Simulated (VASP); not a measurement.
Input of a VASP 6.6.1 run:

INCAR

```
SYSTEM = MgF2
PREC = Accurate
ENCUT = 600
EDIFF = 1E-6
ISMEAR = 0
SIGMA = 0.02
LREAL = .FALSE.
LASPH = .TRUE.
NELM = 120
ALGO = Normal
ISIF = 2
LWAVE = .FALSE.
LCHARG = .TRUE.
GGA = PS
LELF = .TRUE.
LVHAR = .TRUE.
NBANDS = 25
GGA_COMPAT = .FALSE.
```

Contents of KPOINTS:

```
regular mesh
0
G
  6 6 8
  0 0 0
```

File POSCAR:

```
MgF2
1.0
    4.6886723274      0.0000000000      0.0000000000
    0.0000000000      4.6886723274      0.0000000000
    0.0000000000      0.0000000000      3.0873012561
Mg F
2 4
Direct
    0.0000000000      0.0000000000      0.0000000000
    0.5000000000      0.5000000000      0.5000000000
    0.3040321441      0.3040321441      0.0000000000
    0.1959678559      0.8040321441      0.5000000000
    0.6959678559      0.6959678559      0.0000000000
    0.8040321441      0.1959678559      0.5000000000
```

Potentials or basis: VASP PAW PBE potentials, release 64 (Mg, F).

The run is started by

```sh
$ cat potpaw_PBE.64/Mg/POTCAR potpaw_PBE.64/F/POTCAR > POTCAR
$ mpirun -np 1 vasp_std > vasp.out
```

**Question.** Estimate the band gap on the k mesh.

**Answer.** 6.67 eV.

**Question.** What does it give for the pressure?

**Answer.** -3.6 GPa.

Stress tensor (GPa, compression positive):
```
-3.60  0.00  0.00
 0.00 -3.60  0.00
 0.00  0.00 -3.75
```

Caveat: the cell stands under tension; the PAW data sets were made with another functional, which shifts forces and pressure a little. A k mesh can miss the band edges.
